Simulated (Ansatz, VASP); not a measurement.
## Two plane-wave programs on LiCl

```
Li Cl
1.0
     3.81425    0.00000    0.00000
    -1.90713    3.30324    0.00000
     0.00000    0.00000    6.09878
Li Cl
2 2
Direct
  0.66667 0.33333 0.87808
  0.33333 0.66667 0.37808
  0.66667 0.33333 0.49692
  0.33333 0.66667 0.99692
```

Alike in both runs: task single point; functional r2SCAN; k mesh 6 × 6 × 4; no spin polarisation.

```csv
,VASP,Ansatz
version,VASP 6.6.1,Ansatz 0.2.0
potentials or method,"VASP PAW PBE potentials, release 64 (Li_sv, Cl)","plane waves, PAW"
plane-wave cutoff (eV),520,500
occupations,"gaussian, width 0.01 eV",fixed
valence electrons in the cell,20,20
```

```tsv
	VASP	Ansatz	Ansatz less VASP
gap on the k mesh at the Fermi level (eV)	6.98	6.92	-0.059
rms of the force components (eV/Å)	0.003	0.002	-0.0015
```

VASP's potentials were made for PBE, not for r2SCAN. Atom by atom the forces differ by 0.002 eV/Å (rms over components).

Noted on VASP's run: the cutoff is short for stress, so the pressure is rough.
